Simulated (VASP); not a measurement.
# Si (a cell with a defect) in VASP: further runs

Si (a cell with a defect) is run at these levels: PBE+D3(BJ); tasks: single point.

Everything below comes from runs of VASP 6.6.1. Logs are shortened: lines on timing, memory, paths and dates and some standing lists are left out, and cuts for length are marked.

### Step 1. The cell of the first run

The cell holds a defect, 63 atoms: a = 10.860 Å, b = 10.860 Å, c = 10.860 Å, α = 90.00°, β = 90.00°, γ = 90.00°.

### Step 2. Single point, PBE+D3(BJ), collinear spin

File INCAR:

```
PREC = Accurate
ENCUT = 520
EDIFF = 1E-6
ISMEAR = 0
SIGMA = 0.05
LREAL = Auto
LASPH = T
NELM = 150
ALGO = Normal
ISIF = 2
LWAVE = F
LCHARG = F
ISPIN = 2
MAGMOM = 0 0 0 0 0 0 0 0 0 0 0 0 0 0 0 0 0 0 0 0 0 0 0 0 0 0 1 0 0 0 0 0 0 0 0 0 0 0 0 0 0 0 0 0 0 0 0 0 0 0 0 0 0 0 0 0 0 0 0 0 0 0 0
LORBIT = 11
GGA = PE
IVDW = 12
NBANDS = 167
NELECT = 251.0
```

File KPOINTS:

```
regular mesh
0
Gamma
  1 1 1
```

File POSCAR:

```
Si
1.0
   10.8600000000      0.0000000000      0.0000000000
    0.0000000000     10.8600000000      0.0000000000
    0.0000000000      0.0000000000     10.8600000000
Si
63
Direct
    0.4990390634      0.0014454012      0.0007466981
    0.6255598896      0.1254988614      0.1242133759
    0.7507092992      0.2506791556     -0.0008753661
    0.8771046398      0.3747816750      0.1227319464
    0.7498503121     -0.0002175032      0.2499347780
    0.8746912236      0.1249166786      0.3748052903
   -0.0003440918     -0.0002647373     -0.0005182846
    0.1230642697      0.1274357737      0.1223618273
    0.2466177730      0.2537684031     -0.0041601972
    0.3721341445      0.3766223693      0.1226027504
    0.5005937191      0.4999606501      0.0001049854
    0.6254142172      0.6250422449      0.1249497383
    0.7508844356      0.7493202642      0.0002940290
    0.8746722422      0.8748791440      0.1248676158
    0.2509478953      0.0008716461      0.2488279874
    0.3749958832      0.1249649773      0.3744667554
    0.4991548012      0.2489714279      0.2483364933
    0.6239248852      0.3749972382      0.3748929173
    0.7508647153      0.5004285703      0.2492976085
    0.8747068798      0.6248221248      0.3750132552
    0.5002446148     -0.0001971642      0.4999100556
    0.6254754080      0.1248430474      0.6247415325
    0.7509623287      0.2494362469      0.5004310874
    0.8772500205      0.3750424709      0.6272414892
    0.7509595831      0.0004600810      0.7492993971
    0.8771545945      0.1271098972      0.8750594909
    0.0059115090      0.4967809125     -0.0030729894
    0.1256235391      0.6241939704      0.1242513206
    0.2496436785      0.7505263010      0.0001807754
    0.3749715211      0.8752384819      0.1247612996
   -0.0003213583      0.2503467767      0.2500221027
    0.1247443985      0.3748763630      0.3749444475
    0.2496261688      0.5000810426      0.2505664798
    0.3749068525      0.6246983029      0.3752607839
    0.5002557176      0.7498775702      0.2499720391
    0.6246224831      0.8748951400      0.3749210525
   -0.0009432634      0.0003311389      0.5003673045
    0.1256781563      0.1255363545      0.6255586763
    0.2496978585      0.2495392095      0.4991297716
    0.3722197072      0.3729014803      0.6271675402
    0.4990850014      0.5007843654      0.5014707542
    0.6255519745      0.6242168860      0.6255644246
    0.7498729339      0.7499294781      0.4998379272
    0.8747653610      0.8747062068      0.6249714490
    0.2496502413     -0.0009305112      0.7495744388
    0.3721283761      0.1271371860      0.8729582686
    0.5006386885      0.2496996191      0.7497692985
    0.6248231238      0.3748697281      0.8749201557
    0.7507207351      0.4990689166      0.7507233965
    0.8771478511      0.6226316955      0.8747806754
   -0.0009064930      0.7493801909      0.2494480788
    0.1239123377      0.8749809552      0.3748285021
   -0.0002970076      0.4994382209      0.4998554147
    0.1232032270      0.6224540624      0.6273254888
    0.2509708109      0.7489704760      0.5007567649
    0.3749794834      0.8743745624      0.6250660365
    0.0060764673      0.2528336635      0.7529779490
    0.2468038633      0.4959202647      0.7536201124
    0.3721040577      0.6224361525      0.8768417936
    0.4991054926      0.7482213608      0.7490738605
    0.6238934219      0.8749735167      0.8748809045
   -0.0002385538      0.7499020886      0.7504200436
    0.1247386910      0.8748548258      0.8749476008
```

Potentials or basis: VASP PAW PBE potentials, release 64 (Si).

Launch:

```
cat potpaw_PBE.64/Si/POTCAR > POTCAR
mpirun -np 1 vasp_gam > vasp.out
```

OUTCAR:

```text
PREC = Accurate
   ENCUT = 520
   EDIFF = 1E-6
   ISMEAR = 0
   LREAL = Auto
   LASPH = T
   NELM = 150
   ISIF = 2
   ISPIN = 2
   LORBIT = 11
   GGA = PE
   IVDW = 12
   NELECT = 251.0
 IVDW          = 12

 ion  position               nearest neighbor table
   1  0.499  0.001  0.001-   2 2.35  30 2.35  61 2.37  46 2.39
   2  0.626  0.125  0.124-  17 2.35   1 2.35   3 2.35   5 2.36
   3  0.751  0.251  0.999-  26 2.35   4 2.35  48 2.35   2 2.35
   4  0.877  0.375  0.123-   3 2.35  31 2.35  27 2.36  19 2.37
   5  0.750  1.000  0.250-  14 2.35   6 2.35  36 2.35   2 2.36
   6  0.875  0.125  0.375-  23 2.34  37 2.35   5 2.35  31 2.35
   7  1.000  1.000  0.999-   8 2.35  26 2.35  63 2.35  14 2.35
   8  0.123  0.127  0.122-  31 2.35   7 2.35   9 2.36  15 2.39
   9  0.247  0.254  0.996-  46 2.35  10 2.35   8 2.36
  10  0.372  0.377  0.123-  33 2.34  11 2.35   9 2.35  17 2.39
  11  0.501  0.500  0.000-  59 2.35  10 2.35  48 2.35  12 2.35
  12  0.625  0.625  0.125-  13 2.35  19 2.35  11 2.35  35 2.35
  13  0.751  0.749  0.000-  14 2.34  12 2.35  61 2.37  50 2.37
  14  0.875  0.875  0.125-  13 2.34  51 2.35   5 2.35   7 2.35
  15  0.251  0.001  0.249-  30 2.34  16 2.34  52 2.38   8 2.39
[... 39 lines left out ...]
  55  0.251  0.749  0.501-  34 2.34  56 2.34  52 2.38  54 2.39
  56  0.375  0.874  0.625-  55 2.34  60 2.35  45 2.35  21 2.36
  57  0.006  0.253  0.753-  38 2.35  26 2.36  24 2.36
  58  0.247  0.496  0.754-  40 2.35  59 2.35  54 2.36
  59  0.372  0.622  0.877-  29 2.34  11 2.35  58 2.35  60 2.39
  60  0.499  0.748  0.749-  42 2.34  56 2.35  61 2.37  59 2.39
  61  0.624  0.875  0.875-   1 2.37  60 2.37  13 2.37  25 2.37
  62  1.000  0.750  0.750-  54 2.35  50 2.35  63 2.35  44 2.35
  63  0.125  0.875  0.875-  62 2.35  29 2.35   7 2.35  45 2.35

  LATTYP: Found a simple cubic cell.
 ALAT       =    10.8600000000

  Lattice vectors:

 A1 = (  10.8600000000,   0.0000000000,   0.0000000000)
 A2 = (   0.0000000000,  10.8600000000,   0.0000000000)
 A3 = (   0.0000000000,   0.0000000000,  10.8600000000)

Analysis of symmetry for initial positions (statically):
=====================================================================
 Subroutine PRICEL returns:
 Original cell was already a primitive cell.

 Routine SETGRP: Setting up the symmetry group for a
 simple cubic supercell.

 Subroutine GETGRP returns: Found  1 space group operations
 (whereof  1 operations were pure point group operations)
 out of a pool of 48 trial point group operations.

The static configuration has the point symmetry C_1 .

Analysis of symmetry for dynamics (positions and initial velocities):
=====================================================================
 Subroutine PRICEL returns:
 Original cell was already a primitive cell.
[... 265 lines left out ...]
  free energy    TOTEN  =      -338.24738647 eV

  energy without entropy =     -338.22426898  energy(sigma->0) =     -338.23582773

 E-fermi :   6.2150     XC(G=0):  -9.3179

 val. band max:        6.1874492946   @ k =   0.0000   0.0000   0.0000
 cond. band min:       6.2484183990   @ k =   0.0000   0.0000   0.0000
 fundamental gap:      0.0609691044
 Fermi energy:         6.2149967729

 spin component 1

 k-point     1 :       0.0000    0.0000    0.0000
  band No.  band energies     occupation
      1      -6.2056      1.00000
      2      -5.1560      1.00000
      3      -5.1534      1.00000
      4      -5.1498      1.00000
      5      -5.1497      1.00000
      6      -5.1474      1.00000
[... 129 lines left out ...]
    136       6.8784      0.00000
    137       6.9127      0.00000
 Fermi energy:         6.2149967729

 spin component 2

 k-point     1 :       0.0000    0.0000    0.0000
  band No.  band energies     occupation
      1      -6.1954      1.00000
      2      -5.1496      1.00000
      3      -5.1462      1.00000
      4      -5.1408      1.00000
      5      -5.1375      1.00000
      6      -5.1331      1.00000
[... 129 lines left out ...]
    136       6.8869      0.00000
    137       6.9295      0.00000
 [bands above 137 left out]

------------------------ aborting loop because EDIFF is reached ----------------------------------------

 Edisp (eV)  -19.96454

 E6    (eV) :   -11.6878

 E8    (eV) :    -8.2767

  FORCE on cell =-STRESS in cart. coord.  units (eV):
  Direction    XX          YY          ZZ          XY          YZ          ZX
  --------------------------------------------------------------------------------------
  -------------------------------------------------------------------------------------
  Total     -13.66193   -12.58852   -12.56704    -0.08906     2.94479    -0.13991
  in kB     -17.08965   -15.74692   -15.72005    -0.11140     3.68362    -0.17501
  external pressure =      -16.19 kB  Pullay stress =        0.00 kB

 VOLUME and BASIS-vectors are now :
 -----------------------------------------------------------------------------
  energy-cutoff  :      520.00
  volume of cell :     1280.82
      direct lattice vectors                 reciprocal lattice vectors
    10.860000000  0.000000000  0.000000000     0.092081031  0.000000000  0.000000000
     0.000000000 10.860000000  0.000000000     0.000000000  0.092081031  0.000000000
     0.000000000  0.000000000 10.860000000     0.000000000  0.000000000  0.092081031

 POSITION                                       TOTAL-FORCE (eV/Angst)
 -----------------------------------------------------------------------------------
      5.41956      0.01570      0.00811         0.001913     -0.000987      0.001758
      6.79358      1.36292      1.34896        -0.001503      0.005990     -0.003015
      8.15270      2.72238     10.85049         0.003143     -0.001925     -0.001004
      9.52536      4.07013      1.33287        -0.001257     -0.006039      0.001970
      8.14337     10.85764      2.71429        -0.004536     -0.007143     -0.000581
      9.49915      1.35660      4.07039         0.005309      0.003880      0.001279
[... 55 lines left out ...]
     10.85741      8.14394      8.14956        -0.004070     -0.004486      0.000649
      1.35466      9.50092      9.50193         0.003729      0.002738     -0.000762
 -----------------------------------------------------------------------------------
    total drift:                                0.023861     -0.003726      0.009633

  FREE ENERGIE OF THE ION-ELECTRON SYSTEM (eV)
  ---------------------------------------------------
  free  energy   TOTEN  =      -358.2119234899 eV

  energy  without entropy=     -358.1888059966  energy(sigma->0) =     -358.20036474

 total charge

# of ion       s       p       d       tot
------------------------------------------
    1        0.744   0.938   0.000   1.683
    2        0.738   0.957   0.000   1.695
    3        0.738   0.959   0.000   1.697
    4        0.741   0.941   0.000   1.683
    5        0.739   0.953   0.000   1.692
    6        0.738   0.958   0.000   1.696
[... 55 lines left out ...]
   62        0.739   0.959   0.000   1.698
   63        0.737   0.962   0.000   1.698
--------------------------------------------------
tot         46.827  59.432   0.000 106.259

 magnetization (x)

# of ion       s       p       d       tot
------------------------------------------
    1        0.001   0.002   0.000   0.002
    2       -0.000   0.001   0.000   0.001
    3       -0.000   0.000   0.000   0.000
    4        0.000   0.003   0.000   0.003
    5       -0.000   0.001   0.000   0.001
    6       -0.000   0.000   0.000   0.000
[... 55 lines left out ...]
   62        0.001  -0.000   0.000   0.000
   63       -0.000  -0.001   0.000  -0.001
--------------------------------------------------
tot          0.072   0.300   0.000   0.372
```

Run time: 15 min. Hardware: 1 thread of Intel Xeon 8259CL, shared host; peak memory 1.4 GiB.

Results:

```
Free energy                                           : -358.2119 eV
Largest force                                         : 0.010 eV/Å
Net moment                                            : 0.98 μB per cell
Site moments                                          : Si +0.00, +0.01, -0.00, +0.11, +0.10 (each value once) μB
Valence electrons inside the program's atomic spheres : Si 1.68, 1.70, 1.69, 1.62, 1.64 (each value once)
Dispersion energy per atom                            : -0.317 eV
```

Forces on the atoms (eV/Å):
```
Si   0.002 -0.001  0.002
Si  -0.002  0.006 -0.003
Si   0.003 -0.002 -0.001
Si  -0.001 -0.006  0.002
Si  -0.005 -0.007 -0.001
Si   0.005  0.004  0.001
Si  -0.003  0.004 -0.003
Si   0.006 -0.003  0.002
Si  -0.003 -0.006  0.003
Si   0.001  0.008 -0.002
Si  -0.003 -0.003  0.000
Si  -0.002 -0.004  0.000
Si   0.000  0.000  0.004
Si   0.005  0.003 -0.003
Si   0.002  0.000  0.002
Si  -0.004  0.002  0.004
Si   0.001 -0.004  0.002
Si  -0.003 -0.002  0.001
Si   0.003  0.003 -0.001
Si   0.004 -0.002 -0.003
Si   0.003 -0.003 -0.004
Si  -0.002  0.001  0.006
Si   0.000 -0.003  0.002
Si   0.000  0.002  0.000
Si  -0.003  0.000 -0.002
Si   0.004  0.003  0.006
Si  -0.003  0.006  0.000
Si   0.002 -0.002 -0.001
Si  -0.001  0.001  0.000
Si  -0.004 -0.004 -0.001
Si  -0.003  0.006 -0.005
Si   0.001  0.000 -0.001
Si   0.000 -0.002  0.001
Si   0.000  0.000 -0.003
Si   0.004  0.000 -0.002
Si   0.005 -0.001  0.002
Si  -0.006  0.000 -0.001
Si   0.007  0.001  0.002
Si  -0.001  0.002  0.001
Si   0.005  0.002 -0.005
Si  -0.002 -0.003 -0.003
Si   0.003 -0.004  0.005
Si  -0.007 -0.003 -0.006
Si   0.005  0.005  0.004
Si   0.000  0.002  0.004
Si   0.002  0.000 -0.001
Si   0.001 -0.001  0.000
Si  -0.001  0.001  0.001
Si   0.000  0.000 -0.003
Si   0.001  0.000 -0.001
Si  -0.003  0.001  0.000
Si  -0.003 -0.002  0.003
Si   0.000 -0.003  0.001
Si   0.003 -0.001  0.003
Si   0.000 -0.001 -0.002
Si  -0.002  0.005  0.001
Si  -0.004 -0.001 -0.003
Si  -0.007  0.003 -0.003
Si   0.007  0.006 -0.002
Si  -0.003  0.001  0.000
Si  -0.001 -0.002 -0.001
Si  -0.004 -0.004  0.001
Si   0.004  0.003 -0.001
```

Levels at points of the mesh, in eV from the Fermi level:
Spin up:
```csv
k point,band 122,band 123,band 124,band 125,band 126,band 127,band 128,band 129,band 130,band 131
"(0.00, 0.00, 0.00)",-1.67,-0.84,-0.82,-0.81,-0.03,0.03,0.06,0.25,0.26,0.29
```
Spin down:
| k point | band 123 | band 124 | band 125 | band 126 | band 127 | band 128 |
| --- | --- | --- | --- | --- | --- | --- |
| (0.00, 0.00, 0.00) | -0.79 | -0.78 | -0.77 | 0.08 | 0.15 | 0.20 |

Caveat: the k points lie up to 0.58 Å⁻¹ apart; the cell carries a net charge on a neutralising background, which shifts energy and pressure; the cell is charged against a uniform background, so pressure and absolute levels hang on convention.

### Step 3. Single point, PBE+D3(BJ), collinear spin

File INCAR:

```
SYSTEM = Si
  ALGO = Normal
  EDIFF = 1E-6
  ENCUT = 520
  GGA = PE
  ISIF = 2
  ISMEAR = 0
  ISPIN = 2
  IVDW = 12
  LASPH = .TRUE.
  LCHARG = .FALSE.
  LORBIT = 11
  LREAL = Auto
  LWAVE = .FALSE.
  MAGMOM = 0 0 0 0 0 0 0 0 0 0 0 0 0 0 0 0 0 0 0 0 0 0 0 0 0 0 1 0 0 0 0 0 0 0 0 0 0 0 0 0 0 0 0 0 0 0 0 0 0 0 0 0 0 0 0 0 0 0 0 0 0 0 0
  NBANDS = 167
  NELECT = 251.0
  NELM = 150
  PREC = Accurate
  SIGMA = 0.05
```

File KPOINTS:

```
k-points
0
G
  1 1 1
  0 0 0
```

File POSCAR:

```
Si
1.0
   10.8600000000      0.0000000000      0.0000000000
    0.0000000000     10.8600000000      0.0000000000
    0.0000000000      0.0000000000     10.8600000000
Si
63
Direct
    0.5008153584     -0.0008153584     -0.0007165568
    0.6256821001      0.1265345412      0.1258173909
    0.7530662644      0.2528541794     -0.0012615508
    0.8783189580      0.3811995590      0.1216810420
    0.7499297045      0.0009098435      0.2500702955
    0.8741826091      0.1265345412      0.3743178999
    0.0001399534     -0.0001060143     -0.0001399534
    0.1247789316      0.1253490821      0.1241439770
    0.2489626604      0.2510373396     -0.0003130025
    0.3746509179      0.3752210684      0.1241439770
    0.5001060143      0.4998600466     -0.0001399534
    0.6237641641      0.6252764165      0.1252764165
    0.7517356966      0.7482643034      0.0020252342
    0.8747235835      0.8762358359      0.1252764165
    0.2496160613      0.0003744441      0.2495551514
    0.3750121077      0.1249878923      0.3751795607
    0.4996255559      0.2503839387      0.2495551514
    0.6261565115      0.3739641289      0.3738434885
    0.7517356966      0.5020252342      0.2482643034
    0.8747235835      0.6252764165      0.3762358359
    0.5002469278     -0.0002469278      0.4997530722
    0.6248204393      0.1249878923      0.6249878923
    0.7504448486      0.2503839387      0.5003744441
    0.8758560230      0.3752210684      0.6253490821
    0.7504448486      0.0003744441      0.7503839387
    0.8758560230      0.1253490821      0.8752210684
    0.1218282523      0.3781717477     -0.1218282523
    0.1188004410      0.6216810420      0.1216810420
    0.2471458206      0.7469337356     -0.0012615508
    0.3734654588      0.8743178999      0.1258173909
    0.0012615508      0.2528541794      0.2469337356
    0.1250647829      0.3749352171      0.3751618349
    0.2471458206      0.4987384492      0.2469337356
    0.3734654588      0.6258173909      0.3743178999
    0.4990901565      0.7500702955      0.2500702955
    0.6248959155      0.8751040845      0.3751040845
    0.0007165568     -0.0008153584      0.4991846416
    0.1254931248      0.1252824858      0.6252824858
    0.2502232851      0.2497767149      0.5000763140
    0.3747175142      0.3745068752      0.6252824858
    0.5008153584      0.4992834432      0.4991846416
    0.6256821001      0.6258173909      0.6265345412
    0.7499297045      0.7500702955      0.5009098435
    0.8741826091      0.8743178999      0.6265345412
    0.2502232851      0.0000763140      0.7497767149
    0.3747175142      0.1252824858      0.8745068752
    0.4999236860      0.2497767149      0.7497767149
    0.6248381651      0.3749352171      0.8749352171
    0.7530662644      0.4987384492      0.7528541794
    0.8783189580      0.6216810420      0.8811995590
   -0.0020252342      0.7482643034      0.2482643034
    0.1260358711      0.8738434885      0.3738434885
    0.0001399534      0.4998600466      0.4998939857
    0.1247789316      0.6241439770      0.6253490821
    0.2496160613      0.7495551514      0.5003744441
    0.3750121077      0.8751795607      0.6249878923
    0.0003130025      0.2510373396      0.7510373396
    0.2489626604      0.4996869975      0.7510373396
    0.3746509179      0.6241439770      0.8752210684
    0.4996255559      0.7495551514      0.7503839387
    0.6261565115      0.8738434885      0.8739641289
    0.0012615508      0.7469337356      0.7528541794
    0.1250647829      0.8751618349      0.8749352171
```

Potentials or basis: VASP PAW PBE potentials, release 64 (Si).

Launch:

```
cat potpaw_PBE.64/Si/POTCAR > POTCAR
mpirun -np 1 vasp_gam > vasp.out
```

Wall time 9.4 min (1 thread of AMD EPYC 7R13 (Zen 3), shared host); peak memory 1.4 GiB.

Results (log left out):

```
Free energy                                           : -358.2118 eV
Largest force                                         : 0.007 eV/Å
Net moment                                            : 1.00 μB per cell
Site moments                                          : Si +0.01, +0.00, +0.03, -0.00, +0.15 (each value once) μB
Valence electrons inside the program's atomic spheres : Si 1.68, 1.63, 1.70, 1.69, 1.64 (each value once)
Dispersion energy per atom                            : -0.317 eV
```

Forces in eV/Å, atoms in the order of the input:
```
Si   0.000  0.000  0.001
Si   0.000  0.002 -0.001
Si   0.000 -0.002 -0.003
Si  -0.005  0.000  0.005
Si  -0.001  0.002  0.001
Si   0.001  0.002  0.000
Si   0.004 -0.002 -0.004
Si   0.001 -0.001  0.000
Si   0.001 -0.001  0.001
Si   0.001 -0.001  0.000
Si   0.002 -0.004 -0.004
Si  -0.005  0.001  0.001
Si  -0.003  0.003  0.002
Si  -0.001  0.005  0.001
Si   0.000  0.002  0.000
Si   0.001 -0.001  0.000
Si  -0.002  0.000  0.000
Si   0.000 -0.001  0.000
Si  -0.003  0.002  0.003
Si  -0.001  0.001  0.005
Si   0.002 -0.002 -0.002
Si   0.000 -0.001 -0.001
Si   0.000  0.000  0.002
Si   0.000 -0.001 -0.001
Si   0.000  0.002  0.000
Si   0.000 -0.001 -0.001
Si   0.003 -0.003 -0.003
Si   0.000  0.005  0.005
Si   0.002  0.000 -0.003
Si  -0.002  0.000 -0.001
Si   0.003 -0.002  0.000
Si   0.000  0.000  0.003
Si   0.002 -0.003  0.000
Si  -0.002 -0.001  0.000
Si  -0.002  0.001  0.001
Si  -0.001  0.001  0.001
Si  -0.001  0.000  0.000
Si  -0.003 -0.001 -0.001
Si   0.005 -0.005  0.002
Si   0.001  0.003 -0.001
Si   0.000  0.001  0.000
Si   0.000 -0.001  0.002
Si  -0.001  0.001  0.002
Si   0.001  0.000  0.002
Si   0.005  0.002 -0.005
Si   0.001 -0.001  0.003
Si  -0.002 -0.005 -0.005
Si  -0.003  0.000  0.000
Si   0.000 -0.003 -0.002
Si  -0.005  0.005  0.000
Si  -0.002  0.003  0.003
Si   0.001  0.000  0.000
Si   0.004 -0.004 -0.002
Si   0.001  0.000 -0.001
Si   0.000  0.000  0.002
Si   0.001  0.000 -0.001
Si  -0.001 -0.001 -0.001
Si   0.001  0.001 -0.001
Si   0.001  0.000 -0.001
Si  -0.002  0.000  0.000
Si   0.000  0.000 -0.001
Si   0.003  0.000 -0.002
Si   0.000  0.003  0.000
```

Levels at points of the mesh, in eV from the Fermi level:
Spin up:
```csv
k point,band 124,band 125,band 126,band 127,band 128,band 129
"(0.00, 0.00, 0.00)",-0.82,-0.82,-0.03,0.05,0.05,0.25
```
Spin down:
| k point | band 122 | band 123 | band 124 | band 125 | band 126 | band 127 | band 128 | band 129 |
| --- | --- | --- | --- | --- | --- | --- | --- | --- |
| (0.00, 0.00, 0.00) | -1.66 | -0.79 | -0.79 | -0.76 | 0.11 | 0.11 | 0.21 | 0.26 |

Caveat: the k points lie up to 0.58 Å⁻¹ apart; the cell carries a net charge on a neutralising background, which shifts energy and pressure; the cell is charged against a uniform background, so pressure and absolute levels hang on convention.
